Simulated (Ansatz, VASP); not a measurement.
## Sn3Te in VASP and in Ansatz

```xyz
4
Lattice="4.4975 0.0000 0.0000 0.0000 4.4975 0.0000 0.0000 0.0000 5.7696" Properties=species:S:1:pos:R:3 pbc="T T T"
Sn    0.0000    0.0000    0.0000
Sn    0.0000    2.2487    3.1316
Sn    2.2487    0.0000    2.6379
Te    2.2487    2.2487    0.0000
```

Alike in both runs: functional PBE; k mesh 4 × 4 × 4; occupations gaussian, width 0.1 eV; no spin polarisation.

Ansatz relaxed the structure, and its values are those at the end. VASP's run is a single point on that final structure, the one shown.

|  | VASP | Ansatz |
| --- | --- | --- |
| version | VASP 6.6.1 | Ansatz 0.2.0 |
| potentials or method | VASP PAW PBE potentials, release 64 (Sn_d, Te), cutoff 520 eV | scalar-relativistic, plane waves, PAW |
| valence electrons in the cell | 48 | 58 |

VASP gave:

```
gap on the k mesh at the Fermi level (eV) : none
pressure (GPa)                            : 0.0
rms of the force components (eV/Å)        : 0.005
```

Question: What did Ansatz give for the same quantities?

Answer: gap on the k mesh at the Fermi level (eV): none; pressure (GPa): 0.1; rms of the force components (eV/Å): 0.004.

A gap of «none» marks a metal or a gap that the smearing closes. VASP's potentials hold 48 valence electrons a cell and Ansatz's 58, so a difference there can come from the potentials and not from the codes.

Neither program's run includes spin-orbit coupling.
